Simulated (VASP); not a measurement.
Write the native input for VASP 6.6.1 that does the following.

```yaml
Task: dielectric tensor
Functional: LDA
Potentials_or_basis: VASP PAW LDA potentials, release 64 (K_sv, Mg, H)
Cutoff: 520 eV
k_mesh: 3 × 3 × 3
Occupations: gaussian, width 0.01 eV
Spin: no spin polarisation
Dipole_correction: no
Further_INCAR_settings: ALGO = Normal; EDIFF = 1e-08
```

The structure of KMgH3 lies in POSCAR:

```
KMgH3
1.0
    4.0250000000      0.0000000000      0.0000000000
    0.0000000000      4.0250000000      0.0000000000
    0.0000000000      0.0000000000      4.0250000000
K Mg H
1 1 3
Direct
    0.0000000000      0.0000000000      0.0000000000
    0.5000000000      0.5000000000      0.5000000000
    0.0000000000      0.5000000000      0.5000000000
    0.5000000000      0.0000000000      0.5000000000
    0.5000000000      0.5000000000      0.0000000000
```

These files were run (other wordings do the same):

INCAR

```
  PREC = Accurate
  ENCUT = 520
  EDIFF = 1E-8
  ISMEAR = 0
  SIGMA = 0.01
  LREAL = F
  LASPH = T
  NELM = 60
  ALGO = Normal
  ISIF = 2
  LWAVE = F
  LCHARG = F
  LEPSILON = T
```

KPOINTS

```
regular mesh
0
Gamma
  3 3 3
```

Potentials or basis: VASP PAW LDA potentials, release 64 (K_sv, Mg, H).

The run is started by

```sh
$ cat potpaw_LDA.64/K_sv/POTCAR potpaw_LDA.64/Mg/POTCAR potpaw_LDA.64/H/POTCAR > POTCAR
$ mpirun -np 1 vasp_std > vasp.out
```

It gave:

* Band gap on the k mesh: 3.34 eV, indirect (least direct gap 4.96 eV)
* Electronic dielectric tensor (diagonal): 3.79
* Born charges (mean of the diagonal): K +1.00; Mg +1.91; H -0.97 e

Caveat: the k points lie up to 0.52 Å⁻¹ apart.

Run time: 47 s on 1 thread of Intel(R) Xeon(R) Platinum 8488C (Sapphire Rapids), with other jobs on the host, peak memory 0.16 GiB.
